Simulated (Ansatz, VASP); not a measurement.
## Two plane-wave programs on Bi

Contents of INCAR:

```
PREC = Accurate
ENCUT = 600
EDIFF = 1E-6
ISMEAR = 0
SIGMA = 0.1
LREAL = False
LASPH = True
NELM = 80
ALGO = Fast
ISIF = 3
LWAVE = False
LCHARG = False
GGA = PS
IBRION = 2
NSW = 80
EDIFFG = -0.05
```

The input KPOINTS:

```
Automatic mesh
0
Gamma
  10 10 10
```

File POSCAR:

```
Bi
1.0
    0.0000000000      1.8421448367      1.8421448367
    1.8421448367      0.0000000000      1.8421448367
    1.8421448367      1.8421448367      0.0000000000
Bi
1
Direct
    0.0000000000      0.0000000000      0.0000000000
```

Input for Ansatz:

```yaml
crystal:
  lattice:
    - [0.0, 1.8421448367, 1.8421448367]
    - [1.8421448367, 0.0, 1.8421448367]
    - [1.8421448367, 1.8421448367, 0.0]
  atoms:
    - { symbol: Bi, position: [0.0, 0.0, 0.0] }
basis:
  ecutwfc: 420
kpoints:
  mp_grid: { grid: [10, 10, 10] }
hamiltonian:
  xc: pbesol
scf:
  occupations: { method: gaussian, width: 0.1 }
output:
  forces: true
  stress: true
  eigenvalues: true
relax:
  adjacent_minimum: "off"
  f_tol: 0.05
  max_steps: 60
  cell: { stress_tol: 0.5 }
```

Alike in both runs: task relaxation of cell and atoms; functional PBEsol; k mesh 10 × 10 × 10; occupations gaussian, width 0.1 eV; no spin polarisation.

```csv
,VASP,Ansatz
version,VASP 6.6.1,Ansatz 0.2.0
potentials or method,"VASP PAW PBE potentials, release 64 (Bi_d), cutoff 600 eV","scalar-relativistic, plane waves, PAW"
valence electrons in the cell,15,15
```

```csv
,VASP,Ansatz,Ansatz less VASP
"gap on the k mesh at the Fermi level, each at its own relaxed structure (eV)",none,none,-
relaxed volume (Å³/atom),29.89,30.21,+0.319
relaxed cell length with the largest relative difference (Å),3.484,3.496,+0.0124
```

VASP's potentials were made for PBE, not for PBEsol. A gap of «none» marks a metal or a gap that the smearing closes.

Spin-orbit coupling is off throughout. Noted on VASP's run: the volume moved by over 15 % at a fixed basis, so the end points are rough.
